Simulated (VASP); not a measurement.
# Cs2SnI6 (Fm-3m) in VASP: notebook

The runs below take Cs2SnI6 through single point, with PBE, LDA.

Program: VASP 6.6.1. These are calculated values, not measurements. Logs are shortened: lines on timing, memory, paths and dates and some standing lists are left out, and cuts for length are marked.

## 1. The cell of the first run

Symmetry: Fm-3m, No. 225, cubic system. The conventional cell has a = 11.841 Å, b = 11.841 Å, c = 11.841 Å, α = 90.00°, β = 90.00°, γ = 90.00°. Within 5.5 Å of Cs (site symmetry -43m) lie 12 I at 4.19 Å and 4 Sn at 5.13 Å. Within 3.8 Å of Sn (site symmetry m-3m) lie 6 I at 2.88 Å. Within 3.8 Å of I (site symmetry 4mm) lie 1 Sn at 2.88 Å.

## 2. Single point, PBE

INCAR reads:

```
  ALGO = Normal
  EDIFF = 1E-6
  ENCUT = 500
  GGA = PE
  GGA_COMPAT = False
  ISIF = 2
  ISMEAR = -1
  LASPH = True
  LCHARG = False
  LREAL = False
  LWAVE = False
  NBANDS = 47
  NELM = 120
  PREC = Accurate
  SIGMA = 0.02
```

KPOINTS reads:

```
k-points
0
Gamma
  4 4 4
```

POSCAR reads:

```
Cs2SnI6
1.0
    0.0000000000      5.9203886531      5.9203886531
    5.9203886531      0.0000000000      5.9203886531
    5.9203886531      5.9203886531      0.0000000000
Cs Sn I
2 1 6
Direct
    0.2500000000      0.2500000000      0.2500000000
    0.7500000000      0.7500000000      0.7500000000
    0.0000000000      0.0000000000      0.0000000000
    0.2436476375      0.7563523625      0.7563523625
    0.2436476375      0.7563523625      0.2436476375
    0.7563523625      0.2436476375      0.7563523625
    0.7563523625      0.2436476375      0.2436476375
    0.7563523625      0.7563523625      0.2436476375
    0.2436476375      0.2436476375      0.7563523625
```

Potentials or basis: VASP PAW PBE potentials, release 64 (Cs_sv, Sn_d, I).

Command:

```bash
$ cat potpaw_PBE.64/Cs_sv/POTCAR potpaw_PBE.64/Sn_d/POTCAR potpaw_PBE.64/I/POTCAR > POTCAR
$ mpirun -np 1 vasp_std > vasp.out
```

OUTCAR:

```text
EDIFF = 1E-6
   ENCUT = 500
   GGA = PE
   ISIF = 2
   ISMEAR = -1
   LASPH = True
   LREAL = False
   NELM = 120
   PREC = Accurate

 ion  position               nearest neighbor table
   1  0.250  0.250  0.250-
   2  0.750  0.750  0.750-
   3  0.000  0.000  0.000-   4 2.88   5 2.88   6 2.88   7 2.88   8 2.88   9 2.88
   4  0.244  0.756  0.756-   3 2.88
   5  0.244  0.756  0.244-   3 2.88
   6  0.756  0.244  0.756-   3 2.88
   7  0.756  0.244  0.244-   3 2.88
   8  0.756  0.756  0.244-   3 2.88
   9  0.244  0.244  0.756-   3 2.88

  LATTYP: Found a face centered cubic cell.
 ALAT       =    11.8407773062

  Lattice vectors:

 A1 = (   0.0000000000,   5.9203886531,   5.9203886531)
 A2 = (   5.9203886531,   0.0000000000,   5.9203886531)
 A3 = (   5.9203886531,   5.9203886531,   0.0000000000)

Analysis of symmetry for initial positions (statically):
=====================================================================
 Subroutine PRICEL returns:
 Original cell was already a primitive cell.

 Routine SETGRP: Setting up the symmetry group for a
 face centered cubic supercell.

 Subroutine GETGRP returns: Found 48 space group operations
 (whereof 48 operations were pure point group operations)
 out of a pool of 48 trial point group operations.

The static configuration has the point symmetry O_h .

Analysis of symmetry for dynamics (positions and initial velocities):
=====================================================================
 Subroutine PRICEL returns:
 Original cell was already a primitive cell.

 Routine SETGRP: Setting up the symmetry group for a
 face centered cubic supercell.

 Subroutine GETGRP returns: Found 48 space group operations
 (whereof 48 operations were pure point group operations)
 out of a pool of 48 trial point group operations.

The dynamic configuration has the point symmetry O_h .

 Subroutine INISYM returns: Found 48 space group operations
 (whereof 48 operations are pure point group operations),
 and found     1 'primitive' translations

----------------------------------------------------------------------------------------

                                     Primitive cell

  volume of cell :     415.0311

  direct lattice vectors                    reciprocal lattice vectors
     0.000000000  5.920388653  5.920388653    -0.084453915  0.084453915  0.084453915
     5.920388653  0.000000000  5.920388653     0.084453915 -0.084453915  0.084453915
     5.920388653  5.920388653  0.000000000     0.084453915  0.084453915 -0.084453915

  length of vectors
     8.372693928  8.372693928  8.372693928     0.146278472  0.146278472  0.146278472

  position of ions in fractional coordinates (direct lattice)
     0.250000000  0.250000000  0.250000000
     0.750000000  0.750000000  0.750000000
     0.000000000  0.000000000  0.000000000
     0.243647637  0.756352363  0.756352363
     0.243647637  0.756352363  0.243647637
     0.756352363  0.243647637  0.756352363
     0.756352363  0.243647637  0.243647637
     0.756352363  0.756352363  0.243647637
     0.243647637  0.243647637  0.756352363

  ion indices of the primitive-cell ions
   primitive index   ion index
                 1           1
                 2           2
                 3           3
                 4           4
                 5           5
                 6           6
                 7           7
                 8           8
                 9           9

----------------------------------------------------------------------------------------

 KPOINTS: k-points

Automatic generation of k-mesh.
 Grid dimensions read from file:
 generate k-points for:    4    4    4

 Generating k-lattice:

  Cartesian coordinates                     Fractional coordinates (reciprocal lattice)
    -0.021113479  0.021113479  0.021113479     0.250000000  0.000000000  0.000000000
     0.021113479 -0.021113479  0.021113479     0.000000000  0.250000000  0.000000000
     0.021113479  0.021113479 -0.021113479     0.000000000  0.000000000  0.250000000

  Length of vectors
     0.036569618  0.036569618  0.036569618

  Shift w.r.t. Gamma in fractional coordinates (k-lattice)
     0.000000000  0.000000000  0.000000000

 Subroutine IBZKPT returns following result:
 ===========================================

 Found      8 irreducible k-points:

 Following reciprocal coordinates:
            Coordinates               Weight
  0.000000  0.000000  0.000000      1.000000
  0.250000  0.000000  0.000000      8.000000
  0.500000  0.000000  0.000000      4.000000
  0.250000  0.250000  0.000000      6.000000
  0.500000  0.250000  0.000000     24.000000
 -0.250000  0.250000  0.000000     12.000000
  0.500000  0.500000  0.000000      3.000000
 -0.250000  0.500000  0.250000      6.000000
   k-points           NKPTS =      8   k-points in BZ     NKDIM =      8   number of bands    NBANDS=     47
   number of dos      NEDOS =    301   number of ions     NIONS =      9
   total plane-waves  NPLWV = 262144
   dimension x,y,z NGX =    64 NGY =   64 NGZ =   64
   dimension x,y,z NGXF=   128 NGYF=  128 NGZF=  128
   ions per type =               2   1   6
   NGX,Y,Z   is equivalent  to a cutoff of  12.71, 12.71, 12.71 a.u.
   NGXF,Y,Z  is equivalent  to a cutoff of  25.42, 25.42, 25.42 a.u.
 SYSTEM =  unknown system
   PREC   = accura    normal or accurate (medium, high low for compatibility)
   ISTART =      0    job   : 0-new  1-cont  2-samecut
   ICHARG =      2    charge: 1-file 2-atom 10-const
   ISPIN  =      1    spin polarized calculation?
   LNONCOLLINEAR =      F non collinear calculations
   LSORBIT =      F    spin-orbit coupling
   LASPH  =      T    aspherical Exc in radial PAW
   ENCUT  =  500.0 eV  36.75 Ry    6.06 a.u.  15.27 15.27 15.27*2*pi/ulx,y,z
   NELM   =    120;   NELMIN=  2; NELMDL= -5     # of ELM steps
   EDIFF  = 0.1E-05   stopping-criterion for ELM
   LREAL  =      F    real-space projection
   EDIFFG = 0.1E-04   stopping-criterion for IOM
   NSW    =      0    number of steps for IOM
   IBRION =     -1    ionic relax: 0-MD 1-quasi-New 2-CG
   NFREE  =      0    steps in history (QN), initial steepest desc. (CG)
   ISIF   =      2    stress and relaxation
   ISYM   =      2    0-nonsym 1-usesym 2-fastsym
   POTIM  = 0.5000    time-step for ionic-motion
   TEBEG  =    0.0;   TEEND  =   0.0 temperature during run
   PSTRESS=    0.0 pullay stress
   NELECT =      74.0000    total number of electrons
   NUPDOWN=      -1.0000    fix difference up-down
   EMIN   =  10.00;   EMAX   =-10.00  energy-range for DOS
   EFERMI =   0.00;   METHOD = LEGACY
   ISMEAR =    -1;   SIGMA  =   0.02  broadening in eV -4-tet -1-fermi 0-gaus
   EFERMI_NEDOS =   21; number of points for ismear=-14 and -15
   IALGO  =     38    algorithm
   IMIX   =      4    mixing-type and parameters
     AMIX     =   0.40;   BMIX     =  1.00
     AMIX_MAG =   1.60;   BMIX_MAG =  1.00
  volume/ion in A,a.u.               =      46.11       311.20
  Fermi-wavevector in a.u.,A,eV,Ry     =   0.921422  1.741235 11.551595  0.849018
  Thomas-Fermi vector in A             =   2.046837
   LORBIT       =      0    0 simple, 1 ext, 2 COOP (PROOUT), +10 PAW based schemes
   GGA     = PE    functional components
   LHFCALC =     F    Hartree Fock is set to
   AEXX    =    0.0000 exact exchange contribution
   IVDW    =     0    specifies the selected vdW correction
   LEPSILON=     F    determine dielectric tensor
   LRPA    =     F    only Hartree local field effects (RPA)
 non-spin polarized calculation
  energy-cutoff  :      500.00
  volume of cell :      415.03
 maximum number of plane-waves:     10574
 NGX is ok and might be reduce to    64
   NGX = 31   NGY = 31   NGZ = 31

 number of electron      74.0000000 magnetization

 Free energy of the ion-electron system (eV)
  ---------------------------------------------------
  ext. energy  EPLUGINS =         0.00000000
  ---------------------------------------------------
  free energy    TOTEN  =       -22.94702817 eV

  energy without entropy =      -22.94691355  energy(sigma->0) =      -22.94697086

 E-fermi :   1.6097     XC(G=0):  -7.7091

 val. band max:        1.4857190028   @ k =   0.0000   0.0000   0.0000
 cond. band min:       1.6945264269   @ k =   0.0000   0.0000   0.0000
 fundamental gap:      0.2088074240
 Fermi energy:         1.6097112822

 k-point     1 :       0.0000    0.0000    0.0000
  band No.  band energies     occupation
      1     -19.9027      2.00000
      2     -19.9027      2.00000
      3     -19.8545      2.00000
      4     -19.8545      2.00000
      5     -19.8545      2.00000
      6     -18.9678      2.00000
[... 39 lines left out ...]
     46       6.6781      0.00000
     47       6.6781      0.00000

 k-point     2 :       0.2500    0.0000    0.0000
  band No.  band energies     occupation
      1     -19.9027      2.00000
      2     -19.9027      2.00000
      3     -19.8545      2.00000
      4     -19.8545      2.00000
      5     -19.8545      2.00000
      6     -18.9674      2.00000
[... 39 lines left out ...]
     46       7.0489      0.00000
     47       7.1339      0.00000

 k-point     3 :       0.5000    0.0000    0.0000
  band No.  band energies     occupation
      1     -19.9027      2.00000
      2     -19.9027      2.00000
      3     -19.8545      2.00000
      4     -19.8545      2.00000
      5     -19.8545      2.00000
      6     -18.9663      2.00000
[... 239 lines left out ...]
     46       7.5603      0.00000
     47       7.7459      0.00000

 k-point     8 :      -0.2500    0.5000    0.2500
  band No.  band energies     occupation
      1     -19.9027      2.00000
      2     -19.9027      2.00000
      3     -19.8545      2.00000
      4     -19.8545      2.00000
      5     -19.8545      2.00000
      6     -18.9663      2.00000
[... 39 lines left out ...]
     46       7.6231      0.00000
     47       7.6769      0.00000

------------------------ aborting loop because EDIFF is reached ----------------------------------------

  FORCE on cell =-STRESS in cart. coord.  units (eV):
  Direction    XX          YY          ZZ          XY          YZ          ZX
  --------------------------------------------------------------------------------------
  -------------------------------------------------------------------------------------
  Total        1.6683526      1.6683526      1.6683526     -0.0000000     -0.0000000      0.0000000
  in kB        6.4404731      6.4404731      6.4404731     -0.0000000     -0.0000000      0.0000000
  external PRESSURE =       6.4404731 kB  Pullay stress =       0.0000000 kB

 VOLUME and BASIS-vectors are now :
 -----------------------------------------------------------------------------
  energy-cutoff  :      500.00
  volume of cell :      415.03
      direct lattice vectors                 reciprocal lattice vectors
     0.000000000  5.920388653  5.920388653    -0.084453915  0.084453915  0.084453915
     5.920388653  0.000000000  5.920388653     0.084453915 -0.084453915  0.084453915
     5.920388653  5.920388653  0.000000000     0.084453915  0.084453915 -0.084453915

 POSITION                                       TOTAL-FORCE (eV/Angst)
 -----------------------------------------------------------------------------------
      2.96019      2.96019      2.96019         0.000000      0.000000      0.000000
      8.88058      8.88058      8.88058        -0.000000     -0.000000     -0.000000
      0.00000      0.00000      0.00000         0.000000      0.000000      0.000000
      8.95580      5.92039      5.92039        -0.116184      0.000000      0.000000
      5.92039      2.88498      5.92039         0.000000      0.116184      0.000000
      5.92039      8.95580      5.92039         0.000000     -0.116184      0.000000
      2.88498      5.92039      5.92039         0.116184      0.000000      0.000000
      5.92039      5.92039      8.95580         0.000000      0.000000     -0.116184
      5.92039      5.92039      2.88498         0.000000      0.000000      0.116184
 -----------------------------------------------------------------------------------
    total drift:                                0.000000      0.000000      0.000000

  FREE ENERGIE OF THE ION-ELECTRON SYSTEM (eV)
  ---------------------------------------------------
  free  energy   TOTEN  =       -22.9470281740 eV

  energy  without entropy=      -22.9469135538  energy(sigma->0) =      -22.94697086
```

Wall time 3.5 min (1 thread of Intel Xeon Platinum 8488C (Sapphire Rapids), shared host); peak memory 0.64 GiB.

What came out:

- Free energy: -22.9470 eV
- Pressure: 0.6 GPa
- Largest force: 0.116 eV/Å
- Band gap on the k mesh: 0.21 eV

Forces on the atoms (eV/Å):
```
Cs   0.000  0.000  0.000
Cs   0.000  0.000  0.000
Sn   0.000  0.000  0.000
I   -0.116  0.000  0.000
I    0.000  0.116  0.000
I    0.000 -0.116  0.000
I    0.116  0.000  0.000
I    0.000  0.000 -0.116
I    0.000  0.000  0.116
```

Levels at points of the mesh, in eV from the valence-band top:
| k point | band 35 | band 36 | band 37 | band 38 | band 39 | band 40 |
| --- | --- | --- | --- | --- | --- | --- |
| (0.00, 0.00, 0.00) | 0.00 | 0.00 | 0.00 | 0.21 | 4.03 | 4.03 |
| (0.50, 0.00, 0.00) | -0.33 | -0.27 | -0.27 | 1.09 | 3.53 | 5.03 |
| (0.50, 0.50, 0.00) | -0.65 | -0.61 | -0.03 | 1.38 | 4.51 | 4.51 |

Caveat: spin-orbit coupling is left out, which moves the levels of the heavy elements.

[end of part 1 of 2]
